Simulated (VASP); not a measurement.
Set up this calculation in VASP 6.6.1, as the native input.

| Quantity | Value |
| --- | --- |
| Task | single point |
| Functional | PBEsol |
| Potentials or basis | VASP PAW PBE potentials, release 64 (Mg, H) |
| Cutoff | 520 eV |
| k mesh | 4 × 3 × 4 |
| Occupations | gaussian, width 0.1 eV |
| Spin | no spin polarisation |
| Dipole correction | no |
| Further INCAR settings | ALGO = Normal; EDIFF = 1e-06; NBANDS = 24 |

The structure of Mg12H (a cell with a defect) lies in POSCAR:

```
Mg12H
1.0
    6.4200000000      0.0000000000      0.0000000000
   -4.8150000000      8.3398250000      0.0000000000
    0.0000000000      0.0000000000      5.2130400000
Mg H
12 1
Direct
   -0.0019337152     -0.0000727833      0.0014417691
    0.1653081452      0.2218688042      0.5026800101
    0.0002085744      0.3323642882      0.0039284180
    0.1613886719      0.5543763808      0.5019125117
   -0.0012388132      0.6686888514      0.0039901861
    0.1645546438      0.8894697431      0.4986441692
    0.4983132904     -0.0009885100     -0.0011008931
    0.6641776453      0.2197523329      0.4969587803
    0.5030810547      0.3351217801      0.0001193162
    0.6635000004      0.5563408105      0.4975580467
    0.5013483002      0.6680839226     -0.0025317281
    0.6647972506      0.8896310174      0.4969574375
    0.8487915906      0.4517387355      0.8108675552
```

One way to write it, as run:

INCAR

```
SYSTEM = Mg12H
  ALGO = Normal
  EDIFF = 1E-6
  ENCUT = 520
  GGA = PS
  ISIF = 2
  ISMEAR = 0
  LASPH = .TRUE.
  LCHARG = .TRUE.
  LELF = .TRUE.
  LREAL = .FALSE.
  LVHAR = .TRUE.
  LWAVE = .FALSE.
  NBANDS = 24
  NELM = 60
  PREC = Accurate
  SIGMA = 0.1
```

KPOINTS

```
k-points
0
G
  4 3 4
  0 0 0
```

Potentials or basis: VASP PAW PBE potentials, release 64 (Mg, H).

Command:

```sh
$ cat potpaw_PBE.64/Mg/POTCAR potpaw_PBE.64/H/POTCAR > POTCAR
$ mpirun -np 1 vasp_std > vasp.out
```

It gave:

The pressure is -1.0 GPa and the largest force is 0.131 eV/Å.

Caveat: the PAW data sets were made with another functional, which shifts forces and pressure a little.

It took 6.9 min on 1 thread of Oxide Virtual Turin-like Processor, with other jobs on the host, peak memory 0.39 GiB.
